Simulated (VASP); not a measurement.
## Ta: single point with PBE

The system is Ta.

```
Ta
1.0
    -1.65128    1.65128    1.65128
     1.65128   -1.65128    1.65128
     1.65128    1.65128   -1.65128
Ta
1
Direct
  0.00000 0.00000 0.00000
```

| Property | Result |
| --- | --- |
| Program | VASP 6.6.1 |
| Task | single point |
| Functional | PBE |
| Potentials or basis | VASP PAW PBE potentials, release 64 (Ta_pv) |
| Cutoff | 520 eV |
| k mesh | 12 × 12 × 12 |
| Occupations | fermi-dirac, width 0.1 eV |
| Spin | no spin polarisation |
| Dipole correction | no |
| Further INCAR settings | ALGO = Normal; EDIFF = 1e-06; NBANDS = 12 |

```json
{"Pressure": "3.0 GPa"}
```

Levels at points of the mesh, in eV from the Fermi level:
```
           k point  band 3  band 4  band 5  band 6  band 7  band 8
(0.00, 0.00, 0.00)  -33.07   -7.92    0.73    0.73    0.73    4.01
(0.50, 0.00, 0.00)  -33.08   -4.38   -1.54    1.58    3.89    4.92
(0.50, 0.50, 0.50)  -33.89   -3.81   -3.81    6.84    6.84    6.84
```

Wall time 6.5 s on 1 thread of Intel Xeon 6975P-C, on a shared host, peak memory 0.15 GiB.

Caveat: spin-orbit coupling is left out, which moves the levels of the heavy elements.
